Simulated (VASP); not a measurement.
## MgI2: single point with PBE

The system is MgI2.

```
Mg I
1.0
     4.20720    0.00000   -0.46279
    -2.10360    3.64354    0.23140
    -0.85929    0.00000    8.02030
Mg I
1 2
Direct
  0.00000 0.00000 0.00000
  0.24762 0.66732 0.78837
  0.75238 0.33268 0.21163
```

This cell differs from its parent crystal: engineering shear strain xz -0.2200, normal strain along z +0.0267.

```json
{
  "Program": "VASP 6.6.1",
  "Task": "single point",
  "Functional": "PBE",
  "Potentials or basis": "VASP PAW PBE potentials, release 64 (Mg, I)",
  "Cutoff": "520 eV",
  "k mesh": "6 × 6 × 4",
  "Occupations": "gaussian, width 0.05 eV",
  "Spin": "no spin polarisation"
}
```

```yaml
Pressure: -0.1 GPa
Largest_force: 0.011 eV/Å
Band_gap_on_the_k_mesh: 3.53 eV, indirect (least direct gap 3.70 eV)
```

Forces in eV/Å, atoms in the order of the input:
```
Mg   0.000  0.000  0.000
I   -0.001 -0.001  0.011
I    0.001  0.001 -0.011
```

Stress tensor (GPa, compression positive):
```
-0.25  0.00  0.05
 0.00 -0.09  0.04
 0.05  0.04  0.03
```

Levels at points of the mesh, in eV from the valence-band top:
| k point | band 4 | band 5 | band 6 | band 7 | band 8 | band 9 | band 10 | band 11 | band 12 | band 13 |
| --- | --- | --- | --- | --- | --- | --- | --- | --- | --- | --- |
| (0.00, 0.00, 0.00) | -0.30 | -0.28 | -0.26 | -0.04 | 0.00 | 3.70 | 4.90 | 6.60 | 6.68 | 6.91 |
| (0.50, 0.00, 0.00) | -2.67 | -1.24 | -1.12 | -0.78 | -0.39 | 3.74 | 5.67 | 6.05 | 6.72 | 7.38 |
| (0.50, 0.50, 0.00) | -2.71 | -1.33 | -1.12 | -0.46 | -0.38 | 3.54 | 5.30 | 5.60 | 7.05 | 7.41 |
| (0.00, 0.50, 0.00) | -2.66 | -1.37 | -1.15 | -0.58 | -0.45 | 3.64 | 5.41 | 5.93 | 7.33 | 7.49 |
| (0.00, 0.00, 0.50) | -0.82 | -0.31 | -0.28 | -0.03 | -0.01 | 4.31 | 4.85 | 6.64 | 6.67 | 7.10 |
| (0.50, 0.00, 0.50) | -2.73 | -1.27 | -1.12 | -0.45 | -0.39 | 3.53 | 5.29 | 5.60 | 6.80 | 7.46 |
| (0.50, 0.50, 0.50) | -2.69 | -1.18 | -1.11 | -0.78 | -0.41 | 3.73 | 5.72 | 6.03 | 6.38 | 7.45 |
| (0.00, 0.50, 0.50) | -2.73 | -1.17 | -1.10 | -0.66 | -0.42 | 3.59 | 5.43 | 5.69 | 6.42 | 7.26 |

Wall time 94 s on 1 thread of Intel(R) Xeon(R) Platinum 8488C (Sapphire Rapids), with other jobs on the host, peak memory 0.32 GiB.

Caveat: the cell differs from its parent crystal (engineering shear strain xz -0.2200, normal strain along z +0.0267); spin-orbit coupling is left out, which moves the levels of the heavy elements. A k mesh can miss the band edges.
